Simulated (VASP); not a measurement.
Write the native input for VASP 6.6.1 that does the following.

```
Task                   : single point
Functional             : PBE
Potentials or basis    : VASP PAW PBE potentials, release 64 (Al, Ga_d, N)
Cutoff                 : 520 eV
k mesh                 : 4 × 4 × 4
Occupations            : gaussian, width 0.1 eV
Spin                   : no spin polarisation
Dipole correction      : no
Further INCAR settings : ALGO = Normal; EDIFF = 1e-06; NBANDS = 30
```

The structure of AlGaN lies in POSCAR:

```
AlGaN
1.0
    5.2910442145      0.0000000000      0.0000000000
    0.0000000000      5.2910442145      0.0000000000
    0.0000000000      0.0000000000      4.1214337462
Al Ga N
2 2 2
Direct
    0.5000000000      0.0000000000      0.0000000000
    0.0000000000      0.5000000000      0.5000000000
    0.5000000000      0.5000000000      0.0000000000
    0.5000000000      0.5000000000      0.5000000000
    0.0000000000      0.5000000000      0.0000000000
    0.5000000000      0.0000000000      0.5000000000
```

The input as run:

INCAR

```
SYSTEM = AlGaN
  PREC = Accurate
  ENCUT = 520
  EDIFF = 1E-6
  ISMEAR = 0
  SIGMA = 0.1
  LREAL = .False.
  LASPH = .True.
  NELM = 100
  ALGO = Normal
  ISIF = 2
  LWAVE = .False.
  LCHARG = .True.
  GGA = PE
  LELF = .True.
  LVHAR = .True.
  NBANDS = 30
```

KPOINTS

```
regular mesh
0
Gamma
  4 4 4
  0 0 0
```

Potentials or basis: VASP PAW PBE potentials, release 64 (Al, Ga_d, N).

The run is started by

```bash
$ cat potpaw_PBE.64/Al/POTCAR potpaw_PBE.64/Ga_d/POTCAR potpaw_PBE.64/N/POTCAR > POTCAR
$ mpirun -np 1 vasp_std > vasp.out
```

It gave:

* Pressure: 0.3 GPa
* Band gap on the k mesh: zero (band 21 reaches 3.92 eV, above the bottom of band 22 at 2.41 eV)

Caveat: the k points lie up to 0.38 Å⁻¹ apart.

Run time: 120 s on 1 thread of AMD EPYC 7571, on a shared host, peak memory 0.21 GiB.
